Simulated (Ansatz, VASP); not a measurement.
**GaBiP4 in VASP and in Ansatz**

```
Ga Bi P
1.0
     0.00000    4.02059    4.02059
     4.02059    0.00000    4.02059
     4.02059    4.02059    0.00000
Ga Bi P
1 1 4
Direct
  0.25000 0.25000 0.25000
  0.00000 0.00000 0.00000
  0.60082 0.19754 0.60082
  0.60082 0.60082 0.19754
  0.60082 0.60082 0.60082
  0.19754 0.60082 0.60082
```

Alike in both runs: task relaxation of cell and atoms; functional PBE; k mesh 8 × 8 × 8; occupations gaussian, width 0.1 eV; no spin polarisation.

```csv
,VASP,Ansatz
version,VASP 6.6.1,Ansatz 0.2.0
potentials or method,"VASP PAW PBE potentials, release 64 (Ga_d, Bi_d, P), cutoff 600 eV","scalar-relativistic, plane waves, PAW"
valence electrons in the cell,48,48
```

```tsv
	VASP	Ansatz	Ansatz less VASP
gap on the k mesh at the Fermi level, each at its own relaxed structure (eV)	none	none	-
relaxed volume (Å³/atom)	21.74	21.66	-0.080
relaxed length of the cell vector where the two differ most in proportion (Å)	5.693	5.686	-0.0070
```

A gap of «none» marks a metal or a gap that the smearing closes.

Spin-orbit coupling is off throughout.
